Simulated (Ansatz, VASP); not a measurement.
# One calculation of Mo, two programs

The input INCAR:

```
PREC     = Accurate       # precision mode
ENCUT    = 520            # plane-wave cutoff, eV
EDIFF    = 1E-6           # SCF threshold, eV
ISMEAR   = -1             # smearing method
SIGMA    = 0.1            # smearing width, eV
LREAL    = F              # projectors in reciprocal space
LASPH    = T              # aspherical terms in the spheres
NELM     = 80             # most SCF steps
ALGO     = Normal         # electronic algorithm
ISIF     = 2              # what is computed and relaxed
LWAVE    = F              # write WAVECAR
LCHARG   = F              # write CHGCAR
GGA      = B5             # functional
ALDAX    = 1.0          
AGGAX    = 1.0          
AGGAC    = 1.0          
ALDAC    = 0.0          
NBANDS   = 28             # bands
```

The input KPOINTS:

```
Automatic mesh
0
Gamma
  9 9 14
```

POSCAR

```
Mo
1.0
    4.8008428756      0.0000000000      0.0000000000
   -2.4004214378      4.1576518898      0.0000000000
    0.0000000000      0.0000000000      2.6256226309
Mo
3
Direct
    0.0000000000      1.0000000000      1.0000000000
    0.3333333333      0.6666666667      0.5000000000
    0.6666666667      0.3333333333      0.5000000000
```

Input for Ansatz:

```yaml
crystal:
  lattice:
    - [4.8008428756, 0.0, 0.0]
    - [-2.4004214378, 4.1576518898, 0.0]
    - [0.0, 0.0, 2.6256226309]
  atoms:
    - { symbol: Mo, position: [0.0, 1.0, 1.0] }
    - { symbol: Mo, position: [0.3333333333, 0.6666666667, 0.5] }
    - { symbol: Mo, position: [0.6666666667, 0.3333333333, 0.5] }
hamiltonian:
  xc: blyp
  pseudopotentials:
    kind: paw
    azcp:
      Mo: "pseudopotentials/Mo.paw.azcp"
basis:
  ecutwfc: 420
  fft_grid_basis: typed
kpoints:
  mp_grid: { grid: [9, 9, 14], shift: [0, 0, 0] }
magnetization:
  spin_polarized: false
scf:
  occupations: { method: fermi_dirac, width: 0.1 }
  lower_state_search: "off"
output:
  stress: true
  write_density: true
  write_potential: true
  elf: true
  volumetric_format: npy
```

Alike in both runs: task single point; functional BLYP; k mesh 9 × 9 × 14; occupations fermi-dirac, width 0.1 eV; no spin polarisation.

```csv
,VASP,Ansatz
version,VASP 6.6.1,Ansatz 0.2.0
potentials or method,"VASP PAW PBE potentials, release 64 (Mo_sv), cutoff 520 eV","plane waves (420 eV) with PAW, scalar-relativistic"
valence electrons in the cell,42,42
```

```tsv
	VASP	Ansatz	Ansatz less VASP
pressure (GPa)	-7.0	-7.7	-0.71
traceless stress, the component that is largest in VASP (GPa)	-1.39	-1.50	-0.111
```

VASP's potentials were made for PBE, not for BLYP.
